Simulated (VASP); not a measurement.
Input of a VASP 6.6.1 run:

File INCAR:

```
SYSTEM = TiAl
PREC = Accurate
ENCUT = 520
EDIFF = 1E-7
ISMEAR = -1
SIGMA = 0.1
LREAL = .FALSE.
LASPH = .TRUE.
NELM = 60
ALGO = Normal
ISIF = 2
LWAVE = .FALSE.
LCHARG = .TRUE.
GGA = PS
LELF = .TRUE.
LVHAR = .TRUE.
NBANDS = 14
```

The input KPOINTS:

```
regular mesh
0
G
  9 9 5
  0 0 0
```

POSCAR

```
TiAl
1.0
    2.8480180510      0.0000000000      0.0000000000
   -1.4240090255      2.4664562495      0.0000000000
    0.0000000000      0.0000000000      4.6466855238
Ti Al
1 1
Direct
    0.0000000000      0.0000000000      0.0000000000
    0.3333333333      0.6666666667      0.5000000000
```

Potentials or basis: VASP PAW PBE potentials, release 64 (Ti_sv, Al).

Command:

```bash
$ cat potpaw_PBE.64/Ti_sv/POTCAR potpaw_PBE.64/Al/POTCAR > POTCAR
$ mpirun -np 1 vasp_std > vasp.out
```

What does it give for the pressure?

-0.7 GPa.

Stress tensor (GPa, compression positive):
```
-0.35  0.00  0.00
 0.00 -0.35  0.00
 0.00  0.00 -1.27
```

Caveat: the PAW data sets were made with another functional, which shifts forces and pressure a little.
